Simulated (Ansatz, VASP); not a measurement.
## One calculation of Al, two programs

File INCAR:

```
SYSTEM = Al
PREC = Accurate ; ENCUT = 520
EDIFF = 1E-6 ; ISMEAR = 0
SIGMA = 0.15 ; LREAL = .False.
LASPH = .True. ; NELM = 80
ALGO = Fast ; ISIF = 2
LWAVE = .False. ; LCHARG = .False.
GGA = PE ; IVDW = 12
NBANDS = 14
```

File KPOINTS:

```
Automatic mesh
0
Gamma
  18 18 4
  0 0 0
```

File POSCAR:

```
Al
1.0
    3.0114000000      0.0000000000      0.0000000000
   -1.5057000000      2.6079489009      0.0000000000
    0.0000000000      0.0000000000      8.4426000000
Al
4
Direct
    0.0000000000      0.0000000000      0.0000000000
    0.3333333333      0.6666666667      0.2500000000
    0.0000000000      0.0000000000      0.5000000000
    0.6666666667      0.3333333333      0.7500000000
```

Input for Ansatz:

```yaml
crystal:
  lattice:
    - [3.0114, 0.0, 0.0]
    - [-1.5057, 2.6079489009, 0.0]
    - [0.0, 0.0, 8.4426]
  atoms:
    - { symbol: Al, position: [0.0, 0.0, 0.0] }
    - { symbol: Al, position: [0.3333333333, 0.6666666667, 0.25] }
    - { symbol: Al, position: [0.0, 0.0, 0.5] }
    - { symbol: Al, position: [0.6666666667, 0.3333333333, 0.75] }
basis:
  ecutwfc: 420
kpoints:
  mp_grid: { grid: [18, 18, 4] }
hamiltonian:
  xc: pbe
  pseudopotentials: { kind: paw, azcp: { folder: soft_1 } }
  dispersion: d3bj
scf:
  occupations: { method: gaussian, width: 0.15 }
output:
  forces: true
  stress: true
  eigenvalues: true
```

Alike in both runs: task single point; functional PBE; dispersion D3(BJ); k mesh 18 × 18 × 4; occupations gaussian, width 0.15 eV; no spin polarisation.

|  | VASP | Ansatz |
| --- | --- | --- |
| version | VASP 6.6.1 | Ansatz 0.2.0 |
| potentials or method | VASP PAW PBE potentials, release 64 (Al), cutoff 520 eV | scalar-relativistic, plane waves, PAW |
| valence electrons in the cell | 12 | 12 |

```tsv
	VASP	Ansatz	Ansatz less VASP
gap on the k mesh at the Fermi level (eV)	none	none	-
pressure (GPa)	-1.1	-1.1	0.00
traceless stress, the component that is largest in VASP (GPa)	7.32	7.33	+0.011
```

A gap of «none» marks a metal or a gap that the smearing closes.
